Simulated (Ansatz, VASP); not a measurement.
# One calculation of FeO, two programs

The input INCAR:

```
PREC     = Accurate       # precision mode
ENCUT    = 600            # plane-wave cutoff, eV
EDIFF    = 1E-6           # SCF threshold, eV
ISMEAR   = -1             # smearing method
SIGMA    = 0.05           # smearing width, eV
LREAL    = F              # projectors in reciprocal space
LASPH    = T              # aspherical terms in the spheres
NELM     = 200            # most SCF steps
ALGO     = Normal         # electronic algorithm
ISIF     = 2              # what is computed and relaxed
LWAVE    = F              # write WAVECAR
LCHARG   = T              # write CHGCAR
ISPIN    = 2              # spin polarisation
MAGMOM   = 3 0            # initial moments
LORBIT   = 11             # projections on sites
LMAXMIX  = 4              # l up to which the mixer works
GGA      = PS             # functional
LELF     = T              # ELF
LVHAR    = T            
NBANDS   = 18             # bands
GGA_COMPAT= F
```

File KPOINTS:

```
regular mesh
0
Gamma
  9 9 9
```

The input POSCAR:

```
FeO
1.0
    1.5100519857      0.8617034478      2.5195772846
   -1.5275898189      0.8920798658      2.5195772846
    0.0175378331     -1.7537833136      2.5195772846
Fe O
1 1
Direct
    0.0000000000      0.0000000000      0.0000000000
    0.5000000000      0.5000000000      0.5000000000
```

The input input.yaml:

```yaml
crystal:
  lattice:
    - [1.5100519857, 0.8617034478, 2.5195772846]
    - [-1.5275898189, 0.8920798658, 2.5195772846]
    - [0.0175378331, -1.7537833136, 2.5195772846]
  atoms:
    - { symbol: Fe, position: [0.0, 0.0, 0.0], spin: 3.0 }
    - { symbol: O, position: [0.5, 0.5, 0.5] }
hamiltonian:
  xc: pbesol
  pseudopotentials: { kind: paw }
magnetization:
  spin_polarized: true
kpoints:
  mp_grid: { grid: [9, 9, 9] }
  band_path:
    path:
      - [[0.0, -0.5, 0.0], [0.0, 0.0, 0.0], [0.0, 0.0, -0.5]]
      - [[0.0, -0.5, -0.5], [0.0, 0.0, 0.0], [0.5, 0.5, 0.5]]
      - [[0.5, 0.0, 0.5], [0.0, 0.0, 0.0], [0.5, 0.5, 0.0]]
      - [[0.5, 0.0, 0.0], [0.0, 0.0, 0.0]]
    npoints: 14
scf:
  occupations: { method: fermi_dirac, width: 0.05 }
  n_extra_bands: 6
output:
  forces: true
  stress: true
  eigenvalues: true
  fatbands: false
```

Alike in both runs: functional PBEsol; k mesh 9 × 9 × 9; occupations fermi-dirac, width 0.05 eV; collinear spin.

|  | VASP | Ansatz |
| --- | --- | --- |
| version | VASP 6.6.1 | Ansatz 0.2.0 |
| potentials or method | VASP PAW PBE potentials, release 64 (Fe, O) | Ansatz PAW |
| plane-wave cutoff (eV) | 600 | 420 |
| valence electrons in the cell | 14 | 22 |
| task | single point | band structure |

|  | VASP | Ansatz | Ansatz less VASP |
| --- | --- | --- | --- |
| gap on the k mesh at the Fermi level (eV) | none | none | - |
| pressure (GPa) | -9.4 | -9.4 | -0.03 |
| traceless stress, the component that is largest in VASP (GPa) | 0.87 | 0.83 | -0.035 |
| net moment per atom (μB) | 2.00 | 2.00 | +0.001 |
| size of the moment on the site where the two differ most (μB) | 3.61 | 3.44 | -0.175 |

VASP's potentials were made for PBE, not for PBEsol. Site moments also hang on the region over which each program counts them. A gap of «none» marks a metal or a gap that the smearing closes. The functional is the same, so the differences come from potentials, cutoffs and numerics. VASP's potentials hold 14 valence electrons a cell and Ansatz's 22, so a difference there can come from the potentials and not from the codes.
